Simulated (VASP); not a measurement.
# WI2O2 (Immm) in VASP: electric field gradients with PBE

Aim: the electric field gradients of WI2O2 with PBE.

Program: VASP 6.6.1. These are calculated values, not measurements. Logs are shortened: lines on timing, memory, paths and dates and some standing lists are left out, and cuts for length are marked.

### 1 The cell of the first run

The structure is orthorhombic, space group Immm (No. 71). Conventional cell: a = 3.748 Å, b = 3.905 Å, c = 16.628 Å, α = 90.00°, β = 90.00°, γ = 90.00°. Within 2.5 Å of W (site symmetry mmm) lie 4 O at 1.87 to 1.95 Å. I (site symmetry mm2) has 1 W at 2.67 Å and 4 O at 3.26 to 3.31 Å within 3.5 Å. Within 2.6 Å of O (site symmetry mmm) lie 2 W at 1.95 Å. Within 2.5 Å of O (site symmetry mmm) lie 2 W at 1.87 Å.

### 2 Electric field gradients, PBE

INCAR reads:

```
SYSTEM = WI2O2
PREC = Accurate ; ENCUT = 520
EDIFF = 1E-8 ; ISMEAR = -1
SIGMA = 0.05 ; LREAL = .FALSE.
LASPH = .TRUE. ; NELM = 100
ALGO = Normal ; ISIF = 2
LWAVE = .FALSE. ; LCHARG = .FALSE.
GGA = PE ; LEFG = .TRUE.
NBANDS = 28 ; KPAR = 4
```

KPOINTS reads:

```
Automatic mesh
0
G
  12 12 12
  0 0 0
```

POSCAR reads:

```
WI2O2
1.0
   -1.8742000000      1.9524500000      8.3141500000
    1.8742000000     -1.9524500000      8.3141500000
    1.8742000000      1.9524500000     -8.3141500000
W I O
1 2 2
Direct
    0.0000000000      0.0000000000      0.0000000000
    0.1607200000      0.1607200000      0.0000000000
    0.8392800000      0.8392800000      0.0000000000
    0.5000000000      0.0000000000      0.5000000000
    0.0000000000      0.5000000000      0.5000000000
```

Potentials or basis: VASP PAW PBE potentials, release 64 (W_sv, I, O).

The run is started by

```sh
cat potpaw_PBE.64/W_sv/POTCAR potpaw_PBE.64/I/POTCAR potpaw_PBE.64/O/POTCAR > POTCAR
mpirun -np 4 vasp_std > vasp.out
```

OUTCAR:

```text
SYSTEM = WI2O2
   PREC = Accurate
   ENCUT = 520
   EDIFF = 1E-8
   ISMEAR = -1
   LREAL = .FALSE.
   LASPH = .TRUE.
   NELM = 100
   ISIF = 2
   GGA = PE

 ion  position               nearest neighbor table
   1  0.000  0.000  0.000-   5 1.87   5 1.87   4 1.95   4 1.95   2 2.67   3 2.67
   2  0.161  0.161  0.000-   1 2.67
   3  0.839  0.839  0.000-   1 2.67
   4  0.500  0.000  0.500-   1 1.95   1 1.95
   5  0.000  0.500  0.500-   1 1.87   1 1.87

  LATTYP: Found a body centered orthorhombic cell.
 ALAT       =     3.7484000000
 B/A-ratio  =     1.0417511472
 C/A-ratio  =     4.4361060719

  Lattice vectors:

 A1 = (  -1.8742000000,   1.9524500000,   8.3141500000)
 A2 = (   1.8742000000,  -1.9524500000,   8.3141500000)
 A3 = (   1.8742000000,   1.9524500000,  -8.3141500000)

Analysis of symmetry for initial positions (statically):
=====================================================================
 Subroutine PRICEL returns:
 Original cell was already a primitive cell.

 Routine SETGRP: Setting up the symmetry group for a
 body centered orthorhombic supercell.

 Subroutine GETGRP returns: Found  8 space group operations
 (whereof  8 operations were pure point group operations)
 out of a pool of  8 trial point group operations.

The static configuration has the point symmetry D_2h.

Analysis of symmetry for dynamics (positions and initial velocities):
=====================================================================
 Subroutine PRICEL returns:
 Original cell was already a primitive cell.

 Routine SETGRP: Setting up the symmetry group for a
 body centered orthorhombic supercell.

 Subroutine GETGRP returns: Found  8 space group operations
 (whereof  8 operations were pure point group operations)
 out of a pool of  8 trial point group operations.

The dynamic configuration has the point symmetry D_2h.

 Subroutine INISYM returns: Found  8 space group operations
 (whereof  8 operations are pure point group operations),
 and found     1 'primitive' translations

----------------------------------------------------------------------------------------

                                     Primitive cell

  volume of cell :     121.6953

  direct lattice vectors                    reciprocal lattice vectors
    -1.874200000  1.952450000  8.314150000     0.000000000  0.256088504  0.060138439
     1.874200000 -1.952450000  8.314150000     0.266780493  0.000000000  0.060138439
     1.874200000  1.952450000 -8.314150000     0.266780493  0.256088504  0.000000000

  length of vectors
     8.743556305  8.743556305  8.743556305     0.263055039  0.273474795  0.369801505

  position of ions in fractional coordinates (direct lattice)
     0.000000000  0.000000000  0.000000000
     0.160720000  0.160720000  0.000000000
     0.839280000  0.839280000  0.000000000
     0.500000000  0.000000000  0.500000000
     0.000000000  0.500000000  0.500000000

  ion indices of the primitive-cell ions
   primitive index   ion index
                 1           1
                 2           2
                 3           3
                 4           4
                 5           5

----------------------------------------------------------------------------------------

 KPOINTS: Automatic mesh

Automatic generation of k-mesh.
 Grid dimensions read from file:
 generate k-points for:   12   12   12

 Generating k-lattice:

  Cartesian coordinates                     Fractional coordinates (reciprocal lattice)
     0.000000000  0.021340709  0.005011537     0.083333333  0.000000000  0.000000000
     0.022231708  0.000000000  0.005011537     0.000000000  0.083333333  0.000000000
     0.022231708  0.021340709  0.000000000     0.000000000  0.000000000  0.083333333

  Length of vectors
     0.021921253  0.022789566  0.030816792

[... 38 lines left out ...]
   dimension x,y,z NGX =    70 NGY =   70 NGZ =   70
   dimension x,y,z NGXF=   140 NGYF=  140 NGZF=  140
   ions per type =               1   2   2
   NGX,Y,Z   is equivalent  to a cutoff of  13.31, 13.31, 13.31 a.u.
   NGXF,Y,Z  is equivalent  to a cutoff of  26.62, 26.62, 26.62 a.u.
 SYSTEM =  WI2O2
   PREC   = accura    normal or accurate (medium, high low for compatibility)
   ISTART =      0    job   : 0-new  1-cont  2-samecut
   ICHARG =      2    charge: 1-file 2-atom 10-const
   ISPIN  =      1    spin polarized calculation?
   LNONCOLLINEAR =      F non collinear calculations
   LSORBIT =      F    spin-orbit coupling
   LASPH  =      T    aspherical Exc in radial PAW
   ENCUT  =  520.0 eV  38.22 Ry    6.18 a.u.  16.26 16.26 16.26*2*pi/ulx,y,z
   NELM   =    100;   NELMIN=  2; NELMDL= -5     # of ELM steps
   EDIFF  = 0.1E-07   stopping-criterion for ELM
   LREAL  =      F    real-space projection
   EDIFFG = 0.1E-06   stopping-criterion for IOM
   NSW    =      0    number of steps for IOM
   IBRION =     -1    ionic relax: 0-MD 1-quasi-New 2-CG
   NFREE  =      0    steps in history (QN), initial steepest desc. (CG)
   ISIF   =      2    stress and relaxation
   ISYM   =      2    0-nonsym 1-usesym 2-fastsym
   POTIM  = 0.5000    time-step for ionic-motion
   TEBEG  =    0.0;   TEEND  =   0.0 temperature during run
   PSTRESS=    0.0 pullay stress
   NELECT =      40.0000    total number of electrons
   NUPDOWN=      -1.0000    fix difference up-down
   EMIN   =  10.00;   EMAX   =-10.00  energy-range for DOS
   EFERMI =   0.00;   METHOD = LEGACY
   ISMEAR =    -1;   SIGMA  =   0.05  broadening in eV -4-tet -1-fermi 0-gaus
   EFERMI_NEDOS =   21; number of points for ismear=-14 and -15
   IALGO  =     38    algorithm
   IMIX   =      4    mixing-type and parameters
     AMIX     =   0.40;   BMIX     =  1.00
     AMIX_MAG =   1.60;   BMIX_MAG =  1.00
  volume/ion in A,a.u.               =      24.34       164.25
  Fermi-wavevector in a.u.,A,eV,Ry     =   1.129805  2.135022 17.367292  1.276460
  Thomas-Fermi vector in A             =   2.266500
   LORBIT       =      0    0 simple, 1 ext, 2 COOP (PROOUT), +10 PAW based schemes
   GGA     = PE    functional components
   LHFCALC =     F    Hartree Fock is set to
   AEXX    =    0.0000 exact exchange contribution
   IVDW    =     0    specifies the selected vdW correction
   LEPSILON=     F    determine dielectric tensor
   LRPA    =     F    only Hartree local field effects (RPA)
 non-spin polarized calculation
  energy-cutoff  :      520.00
  volume of cell :      121.70
 maximum number of plane-waves:      3311
 NGX is ok and might be reduce to    70
   NGX = 33   NGY = 33   NGZ = 33

 number of electron      40.0000002 magnetization

 Free energy of the ion-electron system (eV)
  ---------------------------------------------------
  ext. energy  EPLUGINS =         0.00000000
  ---------------------------------------------------
  free energy    TOTEN  =       -32.00568981 eV

  energy without entropy =      -31.99998258  energy(sigma->0) =      -32.00283620

 E-fermi :   3.6065     XC(G=0):  -9.0127

 val. band max:        3.6015171625   @ k =  -0.0833  -0.0833   0.0833
 cond. band min:       3.6138205901   @ k =   0.5000  -0.0833   0.0833
 fundamental gap:      0.0123034276
 Fermi energy:         3.6064754251

 k-point     1 :       0.0000    0.0000    0.0000
  band No.  band energies     occupation
      1     -72.0524      2.00000
      2     -36.3335      2.00000
      3     -36.2369      2.00000
      4     -36.1238      2.00000
      5     -16.2459      2.00000
      6     -15.2911      2.00000
[... 733 lines left out ...]
     27      11.3229      0.00000
     28      11.4238      0.00000

 [... further k-points ...]
[... 5 lines left out ...]
  --------------------------------------------------------------------------------------
  -------------------------------------------------------------------------------------
  Total        5.2086374     -3.3616663      3.5697079      0.0000000      0.0000000      0.0000000
  in kB       68.5742407    -44.2579692     46.9969376      0.0000000      0.0000000      0.0000000
  external PRESSURE =      23.7710697 kB  Pullay stress =       0.0000000 kB

 VOLUME and BASIS-vectors are now :
 -----------------------------------------------------------------------------
  energy-cutoff  :      520.00
  volume of cell :      121.70
      direct lattice vectors                 reciprocal lattice vectors
    -1.874200000  1.952450000  8.314150000     0.000000000  0.256088504  0.060138439
     1.874200000 -1.952450000  8.314150000     0.266780493  0.000000000  0.060138439
     1.874200000  1.952450000 -8.314150000     0.266780493  0.256088504  0.000000000

 POSITION                                       TOTAL-FORCE (eV/Angst)
 -----------------------------------------------------------------------------------
      0.00000      0.00000      0.00000         0.000000     -0.000000     -0.000000
      0.00000      0.00000      2.67250        -0.000000      0.000000      0.399186
      0.00000      0.00000     13.95580         0.000000     -0.000000     -0.399186
      0.00000      1.95245      0.00000         0.000000     -0.000000     -0.000000
      1.87420      0.00000      0.00000         0.000000     -0.000000     -0.000000
 -----------------------------------------------------------------------------------
    total drift:                                0.000000     -0.000000     -0.000000

  FREE ENERGIE OF THE ION-ELECTRON SYSTEM (eV)
  ---------------------------------------------------
  free  energy   TOTEN  =       -32.0056898135 eV

  energy  without entropy=      -31.9999825805  energy(sigma->0) =      -32.00283620

 Electric field gradients (V/A^2)
---------------------------------------------------------------------
 ion       V_xx      V_yy      V_zz      V_xy      V_xz      V_yz
---------------------------------------------------------------------
   1    -431.415   -52.713   484.129    -0.000    -0.000    -0.000
   2     -75.569  -159.964   235.533     0.000     0.000     0.000
   3     -75.569  -159.964   235.533     0.000     0.000     0.000
   4     -46.510    23.318    23.192     0.001     0.001     0.001
   5      -0.463   -28.017    28.480     0.001     0.001     0.001
---------------------------------------------------------------------

 Electric field gradients after diagonalization (V/A^2)
 (convention: |V_zz| > |V_xx| > |V_yy|)
----------------------------------------------------------------------
 ion       V_xx      V_yy      V_zz     asymmetry (V_yy - V_xx)/ V_zz
----------------------------------------------------------------------
   1    -431.415   -52.713   484.129       0.782
   2    -159.964   -75.569   235.533       0.358
   3    -159.964   -75.569   235.533       0.358
   4      23.318    23.192   -46.510       0.003
   5     -28.017    -0.463    28.480       0.967
----------------------------------------------------------------------

           NMR quadrupolar parameters

 Cq : quadrupolar parameter    Cq=e*Q*V_zz/h
 eta: asymmetry parameters     (V_yy - V_xx)/ V_zz
 Q  : nuclear electric quadrupole moment in mb (millibarn)
----------------------------------------------------------------------
 ion       Cq(MHz)       eta       Q (mb)
----------------------------------------------------------------------
   1       1.171       0.782       1.000
   2       0.570       0.358       1.000
   3       0.570       0.358       1.000
   4      -0.112       0.003       1.000
   5       0.069       0.967       1.000
----------------------------------------------------------------------
```

It took 23 min on 4 MPI ranks of AMD EPYC 7R43 (Zen 3), shared host; peak memory 1.3 GiB.

What came out:

```yaml
Free_energy: -32.0057 eV
Pressure: 2.4 GPa
Largest_force: 0.399 eV/Å
Band_gap_on_the_k_mesh: zero (bands 20 and 21 overlap by 0.53 eV)
Largest_electric_field_gradient_by_atom: W +484.1; I +235.5; O -46.5, +28.5 V/Å²
```

Forces on the atoms (eV/Å):
```
W    0.000  0.000  0.000
I    0.000  0.000  0.399
I    0.000  0.000 -0.399
O    0.000  0.000  0.000
O    0.000  0.000  0.000
```

Levels at points of the mesh, in eV from the Fermi level:
| k point | band 17 | band 18 | band 19 | band 20 | band 21 | band 22 | band 23 | band 24 |
| --- | --- | --- | --- | --- | --- | --- | --- | --- |
| (0.00, 0.00, 0.00) | -1.71 | -0.81 | -0.42 | -0.27 | 0.05 | 0.44 | 0.64 | 2.42 |
| (0.50, 0.00, 0.00) | -2.17 | -1.50 | -1.44 | 0.05 | 1.05 | 2.44 | 2.58 | 3.31 |
| (0.00, 0.50, 0.00) | -2.43 | -1.57 | -1.37 | -0.18 | 0.92 | 2.90 | 3.13 | 3.27 |
| (0.50, 0.50, 0.00) | -2.13 | -1.96 | -1.56 | -1.54 | 2.52 | 3.03 | 3.60 | 4.29 |
| (0.50, 0.50, 0.50) | -1.73 | -1.59 | -0.83 | -0.46 | -0.42 | 0.91 | 1.09 | 3.10 |

Electric field gradients, principal values (V/Å²):
```
atom    least    middle  greatest (by size)
 1 W  -52.713  -431.415             484.129
 2 I  -75.569  -159.964             235.533
 3 I  -75.569  -159.964             235.533
 4 O   23.192    23.318             -46.510
 5 O   -0.463   -28.017              28.480
```

Caveat: the stress differs along the axes, from -4 to 7 GPa; without QUAD_EFG the Cq values of the log hold for a quadrupole moment of 1 mb, not for the nuclei; spin-orbit coupling is left out, which moves the levels of the heavy elements.
